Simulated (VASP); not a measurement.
Set up this calculation in VASP 6.6.1, as the native input.

```yaml
Task: single point
Functional: PBE
Potentials_or_basis: VASP PAW PBE potentials, release 64 (Hf_pv, B)
Cutoff: 520 eV
k_mesh: 20 × 20 × 20
Occupations: gaussian, width 0.15 eV
Spin: no spin polarisation
Dipole_correction: no
Further_INCAR_settings: ALGO = Normal; EDIFF = 1e-06; NBANDS = 14
```

The structure of HfB lies in POSCAR:

```
HfB
1.0
   -0.9701392084      1.9402784168      1.9402784168
    1.9402784168     -0.9701392084      1.9402784168
    1.9402784168      1.9402784168     -0.9701392084
Hf B
1 1
Direct
    0.5000000000      0.5000000000      0.5000000000
    0.0000000000      0.0000000000      0.0000000000
```

This cell differs from its parent crystal: ratio of the length along [111] to the lengths across it x 0.5, volume and fractional coordinates fixed.

These files were run (other wordings do the same):

INCAR

```
PREC     = Accurate       # precision mode
ENCUT    = 520            # plane-wave cutoff, eV
EDIFF    = 1E-6           # SCF threshold, eV
ISMEAR   = 0              # smearing method
SIGMA    = 0.15           # smearing width, eV
LREAL    = F              # projectors in reciprocal space
LASPH    = T              # aspherical terms in the spheres
NELM     = 100            # most SCF steps
ALGO     = Normal         # electronic algorithm
ISIF     = 2              # what is computed and relaxed
LWAVE    = F              # write WAVECAR
LCHARG   = F              # write CHGCAR
GGA      = PE             # functional
NBANDS   = 14             # bands
```

KPOINTS

```
regular mesh
0
Gamma
  20 20 20
```

Potentials or basis: VASP PAW PBE potentials, release 64 (Hf_pv, B).

Launch:

```sh
$ cat potpaw_PBE.64/Hf_pv/POTCAR potpaw_PBE.64/B/POTCAR > POTCAR
$ mpirun -np 1 vasp_std > vasp.out
```

Results of the run:

```json
{
  "Pressure": "17.0 GPa"
}
```

It took 43 s on 1 thread of Intel Xeon 6975P-C, on a shared host, peak memory 0.22 GiB.
